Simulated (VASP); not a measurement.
Wanted: the native input for a VASP 6.6.1 run.

```
Task                   : single point
Functional             : BLYP
Potentials or basis    : VASP PAW PBE potentials, release 64 (Ga_d, N)
Cutoff                 : 520 eV
k mesh                 : 10 × 10 × 10
Occupations            : gaussian, width 0.05 eV
Spin                   : no spin polarisation
Dipole correction      : no
Further INCAR settings : ALGO = Normal; EDIFF = 1e-06; NBANDS = 16
```

The structure of GaN lies in POSCAR:

```
GaN
1.0
    0.0000000000      2.1483874693      2.1483874693
    2.1483874693      0.0000000000      2.1483874693
    2.1483874693      2.1483874693      0.0000000000
Ga N
1 1
Direct
    0.5000000000      0.5000000000      0.5000000000
    0.0000000000      0.0000000000      0.0000000000
```

This cell differs from its parent crystal: volume scaled by 0.98.

One way to write it, as run:

INCAR

```
SYSTEM = GaN
AGGAC = 1.0 ; AGGAX = 1.0
ALDAC = 0.0 ; ALDAX = 1.0
ALGO = Normal ; EDIFF = 1E-6
ENCUT = 520 ; GGA = B5
ISIF = 2 ; ISMEAR = 0
LASPH = .TRUE. ; LCHARG = .FALSE.
LREAL = .FALSE. ; LWAVE = .FALSE.
NBANDS = 16 ; NELM = 80
PREC = Accurate ; SIGMA = 0.05
```

KPOINTS

```
k-points
0
G
  10 10 10
  0 0 0
```

Potentials or basis: VASP PAW PBE potentials, release 64 (Ga_d, N).

Command:

```sh
$ cat potpaw_PBE.64/Ga_d/POTCAR potpaw_PBE.64/N/POTCAR > POTCAR
$ mpirun -np 1 vasp_std > vasp.out
```

It gave:

```yaml
Pressure: 5.0 GPa
Band_gap_on_the_k_mesh: 0.22 eV, indirect (least direct gap 2.21 eV)
```

Caveat: the PAW data sets were made with another functional, which shifts forces and pressure a little.

It took 30 s on 1 thread of Intel Xeon 8259CL, with other jobs on the host, peak memory 0.15 GiB.
